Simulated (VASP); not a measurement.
# C (C2/m) in VASP: a series of runs

Runs on C. Level: PBE+D3(BJ). Tasks: single point.

Program: VASP 6.6.1. These are calculated values, not measurements. Logs are shortened: lines on timing, memory, paths and dates and some standing lists are left out, and cuts for length are marked.

## (1) The cell of the first run

The structure is monoclinic, space group C2/m (No. 12). The conventional cell has a = 4.269 Å, b = 2.465 Å, c = 3.650 Å, α = 90.00°, β = 112.95°, γ = 90.00°. Within 1.8 Å of C (site symmetry m) lie 3 C at 1.37 to 1.55 Å.

## (2) Single point, PBE+D3(BJ) (mode 4 frozen in at +0.048 Å and mode 6 at +0.060 Å (largest displacements))

The input, INCAR:

```
PREC     = Accurate       # precision mode
ENCUT    = 520            # plane-wave cutoff, eV
EDIFF    = 1E-6           # SCF threshold, eV
ISMEAR   = 0              # smearing method
SIGMA    = 0.05           # smearing width, eV
LREAL    = False          # projectors in reciprocal space
LASPH    = True           # aspherical terms in the spheres
NELM     = 100            # most SCF steps
ALGO     = Normal         # electronic algorithm
ISIF     = 2              # what is computed and relaxed
LWAVE    = False          # write WAVECAR
LCHARG   = False          # write CHGCAR
GGA      = PE             # functional
IVDW     = 12             # dispersion correction
NBANDS   = 11             # bands
```

The input, KPOINTS:

```
Automatic mesh
0
Gamma
  15 15 15
```

The input, POSCAR:

```
C
1.0
    1.2324809262      0.7115731945      3.3609366220
   -1.2324809262      0.7115731945      3.3609366220
    0.0000000000     -1.4231463891      3.3609366220
C
2
Direct
    0.1853599743      0.1853599743      0.1431998702
    0.8146400257      0.8146400257      0.8568001298
```

Potentials or basis: VASP PAW PBE potentials, release 64 (C).

On the command line:

```
cat potpaw_PBE.64/C/POTCAR > POTCAR
mpirun -np 1 vasp_std > vasp.out
```

OUTCAR:

```text
PREC = Accurate
   ENCUT = 520
   EDIFF = 1E-6
   ISMEAR = 0
   LREAL = False
   LASPH = True
   NELM = 100
   ISIF = 2
   GGA = PE
   IVDW = 12
 IVDW          = 12

 ion  position               nearest neighbor table
   1  0.185  0.185  0.143-   2 1.37   2 1.37   2 1.55
   2  0.815  0.815  0.857-   1 1.37   1 1.37   1 1.55

  LATTYP: Found a trigonal (rhomboedric) cell.
 ALAT       =     3.6498274783
 COS(alpha) =     0.7719417768

  Lattice vectors:

 A1 = (   1.2324809262,   0.7115731945,   3.3609366220)
 A2 = (  -1.2324809262,   0.7115731945,   3.3609366220)
 A3 = (   0.0000000000,  -1.4231463891,   3.3609366220)

Analysis of symmetry for initial positions (statically):
=====================================================================
 Subroutine PRICEL returns:
 Original cell was already a primitive cell.

 Routine SETGRP: Setting up the symmetry group for a
 trigonal (rhombohedral) supercell.

 Subroutine GETGRP returns: Found  4 space group operations
 (whereof  4 operations were pure point group operations)
 out of a pool of 12 trial point group operations.

The static configuration has the point symmetry C_2h.

Analysis of symmetry for dynamics (positions and initial velocities):
=====================================================================
 Subroutine PRICEL returns:
 Original cell was already a primitive cell.

 Routine SETGRP: Setting up the symmetry group for a
 trigonal (rhombohedral) supercell.

 Subroutine GETGRP returns: Found  4 space group operations
 (whereof  4 operations were pure point group operations)
 out of a pool of 12 trial point group operations.

The dynamic configuration has the point symmetry C_2h.

 Subroutine INISYM returns: Found  4 space group operations
 (whereof  4 operations are pure point group operations),
 and found     1 'primitive' translations

----------------------------------------------------------------------------------------

                                     Primitive cell

  volume of cell :      17.6853

  direct lattice vectors                    reciprocal lattice vectors
     1.232480926  0.711573195  3.360936622     0.405685791  0.234222801  0.099178702
    -1.232480926  0.711573195  3.360936622    -0.405685791  0.234222801  0.099178702
     0.000000000 -1.423146389  3.360936622     0.000000000 -0.468445602  0.099178702

  length of vectors
     3.649827478  3.649827478  3.649827478     0.478829507  0.478829507  0.478829507

  position of ions in fractional coordinates (direct lattice)
     0.185359974  0.185359974  0.143199870
     0.814640026  0.814640026  0.856800130

  ion indices of the primitive-cell ions
   primitive index   ion index
                 1           1
                 2           2

----------------------------------------------------------------------------------------

 KPOINTS: Automatic mesh

Automatic generation of k-mesh.
 Grid dimensions read from file:
 generate k-points for:   15   15   15

 Generating k-lattice:

  Cartesian coordinates                     Fractional coordinates (reciprocal lattice)
     0.027045719  0.015614853  0.006611913     0.066666667  0.000000000  0.000000000
    -0.027045719  0.015614853  0.006611913     0.000000000  0.066666667  0.000000000
     0.000000000 -0.031229707  0.006611913    -0.000000000 -0.000000000  0.066666667

  Length of vectors
     0.031921967  0.031921967  0.031921967

  Shift w.r.t. Gamma in fractional coordinates (k-lattice)
     0.000000000  0.000000000  0.000000000

 Subroutine IBZKPT returns following result:
 ===========================================

 Found    904 irreducible k-points:

 Following reciprocal coordinates:
            Coordinates               Weight
  0.000000  0.000000  0.000000      1.000000
  0.066667  0.000000  0.000000      4.000000
  0.000000  0.000000  0.066667      2.000000
  0.133333  0.000000  0.000000      4.000000
  0.000000  0.000000  0.133333      2.000000
  0.200000  0.000000  0.000000      4.000000
[... 16 lines left out ...]
  0.066667  0.000000  0.200000      4.000000
  0.266667  0.066667 -0.000000      4.000000
 [... further k-points ...]
   k-points           NKPTS =    904   k-points in BZ     NKDIM =    904   number of bands    NBANDS=     11
   number of dos      NEDOS =    301   number of ions     NIONS =      2
   total plane-waves  NPLWV =  21952
   dimension x,y,z NGX =    28 NGY =   28 NGZ =   28
   dimension x,y,z NGXF=    56 NGYF=   56 NGZF=   56
   ions per type =               2
   NGX,Y,Z   is equivalent  to a cutoff of  12.75, 12.75, 12.75 a.u.
   NGXF,Y,Z  is equivalent  to a cutoff of  25.51, 25.51, 25.51 a.u.
 SYSTEM =  unknown system
   PREC   = accura    normal or accurate (medium, high low for compatibility)
   ISTART =      0    job   : 0-new  1-cont  2-samecut
   ICHARG =      2    charge: 1-file 2-atom 10-const
   ISPIN  =      1    spin polarized calculation?
   LNONCOLLINEAR =      F non collinear calculations
   LSORBIT =      F    spin-orbit coupling
   LASPH  =      T    aspherical Exc in radial PAW
   ENCUT  =  520.0 eV  38.22 Ry    6.18 a.u.   6.79  6.79  6.79*2*pi/ulx,y,z
   NELM   =    100;   NELMIN=  2; NELMDL= -5     # of ELM steps
   EDIFF  = 0.1E-05   stopping-criterion for ELM
   LREAL  =      F    real-space projection
   EDIFFG = 0.1E-04   stopping-criterion for IOM
   NSW    =      0    number of steps for IOM
   IBRION =     -1    ionic relax: 0-MD 1-quasi-New 2-CG
   NFREE  =      0    steps in history (QN), initial steepest desc. (CG)
   ISIF   =      2    stress and relaxation
   ISYM   =      2    0-nonsym 1-usesym 2-fastsym
   POTIM  = 0.5000    time-step for ionic-motion
   TEBEG  =    0.0;   TEEND  =   0.0 temperature during run
   PSTRESS=    0.0 pullay stress
   NELECT =       8.0000    total number of electrons
   NUPDOWN=      -1.0000    fix difference up-down
   EMIN   =  10.00;   EMAX   =-10.00  energy-range for DOS
   EFERMI =   0.00;   METHOD = LEGACY
   ISMEAR =     0;   SIGMA  =   0.05  broadening in eV -4-tet -1-fermi 0-gaus
   EFERMI_NEDOS =   21; number of points for ismear=-14 and -15
   IALGO  =     38    algorithm
   IMIX   =      4    mixing-type and parameters
     AMIX     =   0.40;   BMIX     =  1.00
     AMIX_MAG =   1.60;   BMIX_MAG =  1.00
  volume/ion in A,a.u.               =       8.84        59.67
  Fermi-wavevector in a.u.,A,eV,Ry     =   1.256708  2.374834 21.487884  1.579315
  Thomas-Fermi vector in A             =   2.390403
   LORBIT       =      0    0 simple, 1 ext, 2 COOP (PROOUT), +10 PAW based schemes
   GGA     = PE    functional components
   LHFCALC =     F    Hartree Fock is set to
   AEXX    =    0.0000 exact exchange contribution
   IVDW    =    12    specifies the selected vdW correction
   LEPSILON=     F    determine dielectric tensor
   LRPA    =     F    only Hartree local field effects (RPA)
 non-spin polarized calculation
 Gauss-broadening in eV      SIGMA  =   0.05
  energy-cutoff  :      520.00
  volume of cell :       17.69
 maximum number of plane-waves:       490
   NGX = 13   NGY = 13   NGZ = 13

 number of electron       8.0000000 magnetization

 Free energy of the ion-electron system (eV)
  ---------------------------------------------------
  ext. energy  EPLUGINS =         0.00000000
  ---------------------------------------------------
  free energy    TOTEN  =       -18.00572927 eV

  energy without entropy =      -18.00572927  energy(sigma->0) =      -18.00572927

 E-fermi :   4.6451     XC(G=0): -10.3172

 val. band max:        4.3530099411   @ k =  -0.2000   0.4000   0.0667
 cond. band min:       4.9597203704   @ k =   0.4667   0.0667  -0.2667
 fundamental gap:      0.6067104293
 Fermi energy:         4.6450796379

 k-point     1 :       0.0000    0.0000    0.0000
  band No.  band energies     occupation
      1     -14.9926      2.00000
      2      -1.9150      2.00000
      3      -0.0031      2.00000
      4       3.6371      2.00000
      5       8.7399      0.00000
      6      10.7044      0.00000
      7      15.4261      0.00000
      8      16.2776      0.00000
      9      17.3290      0.00000
     10      27.2743      0.00000
     11      29.8530      0.00000

 k-point     2 :       0.0667    0.0000    0.0000
  band No.  band energies     occupation
      1     -14.8866      2.00000
      2      -1.8061      2.00000
      3      -0.2995      2.00000
      4       3.2730      2.00000
      5       8.8779      0.00000
      6      11.0195      0.00000
      7      15.5916      0.00000
      8      15.8780      0.00000
      9      17.5488      0.00000
     10      27.6131      0.00000
     11      29.2172      0.00000

 k-point     3 :       0.0000    0.0000    0.0667
  band No.  band energies     occupation
      1     -14.8843      2.00000
      2      -1.8142      2.00000
      3      -0.1470      2.00000
      4       3.0125      2.00000
      5       8.8688      0.00000
      6      11.0605      0.00000
      7      15.7961      0.00000
      8      15.9670      0.00000
      9      17.4443      0.00000
     10      27.5687      0.00000
     11      28.7588      0.00000

 k-point     4 :       0.1333    0.0000    0.0000
  band No.  band energies     occupation
      1     -14.5694      2.00000
      2      -1.4972      2.00000
      3      -1.1044      2.00000
      4       2.3944      2.00000
      5       9.2895      0.00000
      6      11.6626      0.00000
      7      14.7926      0.00000
      8      16.1365      0.00000
      9      18.2332      0.00000
     10      27.2777      0.00000
     11      28.6674      0.00000
[... 239 lines left out ...]
 k-point    22 :      -0.2000    0.0000   -0.0667
  band No.  band energies     occupation
      1     -14.2468      2.00000
      2      -1.9852      2.00000
      3      -1.2030      2.00000
      4       1.8425      2.00000
      5       9.8966      0.00000
      6      12.2391      0.00000
      7      13.7674      0.00000
      8      16.2996      0.00000
      9      19.0446      0.00000
     10      25.9632      0.00000
     11      28.5852      0.00000

 k-point    23 :       0.0667    0.0000    0.2000
  band No.  band energies     occupation
      1     -14.2284      2.00000
      2      -1.3124      2.00000
      3      -1.0542      2.00000
      4       0.5593      2.00000
      5       9.9050      0.00000
      6      12.1438      0.00000
      7      14.2528      0.00000
      8      17.0542      0.00000
      9      18.9270      0.00000
     10      24.9050      0.00000
     11      28.2376      0.00000

 k-point    24 :       0.2667    0.0667   -0.0000
  band No.  band energies     occupation
      1     -13.6032      2.00000
      2      -2.9556      2.00000
      3      -0.6499      2.00000
      4       0.3425      2.00000
      5      10.5123      0.00000
      6      12.5026      0.00000
      7      12.7717      0.00000
      8      17.5875      0.00000
      9      20.4310      0.00000
     10      23.3991      0.00000
     11      27.7746      0.00000

 [... further k-points ...]

------------------------ aborting loop because EDIFF is reached ----------------------------------------

 Edisp (eV)   -0.31266

 E8    (eV) :    -0.0886

  FORCE on cell =-STRESS in cart. coord.  units (eV):
  Direction    XX          YY          ZZ          XY          YZ          ZX
  --------------------------------------------------------------------------------------
  -------------------------------------------------------------------------------------
  Total       2.18017    -0.25084    -0.12424     0.00000    -0.51095     0.00000
  in kB     197.50994   -22.72504   -11.25575     0.00000   -46.28899     0.00000
  external pressure =       54.51 kB  Pullay stress =        0.00 kB

 VOLUME and BASIS-vectors are now :
 -----------------------------------------------------------------------------
  energy-cutoff  :      520.00
  volume of cell :       17.69
      direct lattice vectors                 reciprocal lattice vectors
     1.232480926  0.711573195  3.360936622     0.405685791  0.234222801  0.099178702
    -1.232480926  0.711573195  3.360936622    -0.405685791  0.234222801  0.099178702
     0.000000000 -1.423146389  3.360936622     0.000000000 -0.468445602  0.099178702

 POSITION                                       TOTAL-FORCE (eV/Angst)
 -----------------------------------------------------------------------------------
      0.00000      0.06000      1.72725         0.000000     -5.403422     -1.435191
      0.00000     -0.06000      8.35556         0.000000      5.403422      1.435191
 -----------------------------------------------------------------------------------
    total drift:                               -0.000000      0.000000      0.000000

  FREE ENERGIE OF THE ION-ELECTRON SYSTEM (eV)
  ---------------------------------------------------
  free  energy   TOTEN  =       -18.3183881371 eV

  energy  without entropy=      -18.3183881371  energy(sigma->0) =      -18.31838814
```

Run time: 4.1 min. Hardware: 1 thread of AMD EPYC 9R45 (Zen 5), shared host; peak memory 0.24 GiB.

What came out:

```
Free energy                : -18.3184 eV
Pressure                   : 5.5 GPa
Largest force              : 5.591 eV/Å
Band gap on the k mesh     : 0.61 eV, indirect (least direct gap 0.66 eV)
Dispersion energy per atom : -0.156 eV
```

Forces on the atoms (eV/Å):
```
C    0.000 -5.403 -1.435
C    0.000  5.403  1.435
```

Levels at points of the mesh, in eV from the valence-band top:
| k point | band 1 | band 2 | band 3 | band 4 | band 5 | band 6 | band 7 | band 8 |
| --- | --- | --- | --- | --- | --- | --- | --- | --- |
| (0.00, 0.00, 0.00) | -19.35 | -6.27 | -4.36 | -0.72 | 4.39 | 6.35 | 11.07 | 11.92 |

Caveat: the cell differs from its parent crystal (mode 4 frozen in at +0.048 Å and mode 6 at +0.060 Å (largest displacements)); forces of over 1 eV/Å act on the atoms, so gaps and moduli don't describe the material at rest.

## (3) Single point, PBE+D3(BJ) (mode 4 frozen in at +0.000 Å and mode 6 at -0.030 Å (largest displacements))

The input, INCAR:

```
SYSTEM = C
  PREC = Accurate
  ENCUT = 520
  EDIFF = 1E-7
  ISMEAR = 0
  SIGMA = 0.05
  LREAL = .FALSE.
  LASPH = .TRUE.
  NELM = 60
  ALGO = Normal
  ISIF = 2
  LWAVE = .FALSE.
  LCHARG = .TRUE.
  GGA = PE
  IVDW = 12
  LELF = .TRUE.
  LVHAR = .TRUE.
  NBANDS = 11
```

The input, KPOINTS:

```
Automatic mesh
0
G
  15 15 15
  0 0 0
```

The input, POSCAR:

```
C
1.0
    1.2324809262      0.7115731945      3.3609366220
   -1.2324809262      0.7115731945      3.3609366220
    0.0000000000     -1.4231463891      3.3609366220
C
2
Direct
    0.1595689339      0.1595689339      0.1806489860
    0.8404310661      0.8404310661      0.8193510140
```

Potentials or basis: VASP PAW PBE potentials, release 64 (C).

On the command line:

```
cat potpaw_PBE.64/C/POTCAR > POTCAR
mpirun -np 1 vasp_std > vasp.out
```

It took 5.2 min on 1 thread of AMD EPYC 9R45 (Zen 5), shared host; peak memory 0.24 GiB.

The run converged. Its results:

```
Free energy                : -18.6338 eV
Pressure                   : 2.2 GPa
Largest force              : 3.450 eV/Å
Band gap on the k mesh     : 0.22 eV, direct
Dispersion energy per atom : -0.156 eV
```

Forces in eV/Å, atoms in the order of the input:
```
C    0.000  3.450  0.009
C    0.000 -3.450 -0.009
```

Stress tensor (GPa, compression positive):
```
-3.41  0.00  0.00
 0.00  9.95 -0.02
 0.00 -0.02  0.09
```

Levels at points of the mesh, in eV from the valence-band top:
| k point | band 2 | band 3 | band 4 | band 5 | band 6 | band 7 |
| --- | --- | --- | --- | --- | --- | --- |
| (0.00, 0.00, 0.00) | -6.43 | -3.73 | -1.95 | 4.41 | 7.34 | 9.64 |

Caveat: the cell differs from its parent crystal (mode 4 frozen in at +0.000 Å and mode 6 at -0.030 Å (largest displacements)); forces of over 1 eV/Å act on the atoms, so gaps and moduli don't describe the material at rest.

## (4) Single point, PBE+D3(BJ) (mode 4 frozen in at -0.048 Å and mode 6 at +0.030 Å (largest displacements))

The input, INCAR:

```
SYSTEM = C
PREC = Accurate
ENCUT = 520
EDIFF = 1E-6
ISMEAR = 0
SIGMA = 0.05
LREAL = .FALSE.
LASPH = .TRUE.
NELM = 60
ALGO = Normal
ISIF = 2
LWAVE = .FALSE.
LCHARG = .TRUE.
GGA = PE
IVDW = 12
LELF = .TRUE.
LVHAR = .TRUE.
NBANDS = 11
```

KPOINTS is that of step 3.

The input, POSCAR:

```
C
1.0
    1.2324809262      0.7115731945      3.3609366220
   -1.2324809262      0.7115731945      3.3609366220
    0.0000000000     -1.4231463891      3.3609366220
C
2
Direct
    0.1689113136      0.1689113136      0.1478312615
    0.8310886864      0.8310886864      0.8521687385
```

On the command line:

```
cat potpaw_PBE.64/C/POTCAR > POTCAR
mpirun -np 1 vasp_std > vasp.out
```

Run time: 4.7 min. Hardware: 1 thread of AMD EPYC 9R45 (Zen 5), shared host; peak memory 0.24 GiB.

The run converged. Its results:

| Item | Value |
| --- | --- |
| Free energy | -18.5696 eV |
| Pressure | 1.4 GPa |
| Largest force | 3.324 eV/Å |
| Band gap on the k mesh | 0.19 eV, direct |
| Dispersion energy per atom | -0.156 eV |

Forces on the atoms (eV/Å):
```
C    0.000 -2.947  1.538
C    0.000  2.947 -1.538
```

Stress tensor (GPa, compression positive):
```
 8.57  0.00  0.00
 0.00 -2.82  2.56
 0.00  2.56 -1.62
```

Levels at points of the mesh, in eV from the valence-band top:
```csv
k point,band 1,band 2,band 3,band 4,band 5,band 6,band 7,band 8,band 9
"(0.00, 0.00, 0.00)",-19.49,-6.39,-3.66,-1.85,4.19,7.32,9.68,11.67,12.78
```

Caveat: the cell differs from its parent crystal (mode 4 frozen in at -0.048 Å and mode 6 at +0.030 Å (largest displacements)); forces of over 1 eV/Å act on the atoms, so gaps and moduli don't describe the material at rest. A k mesh can miss the band edges.
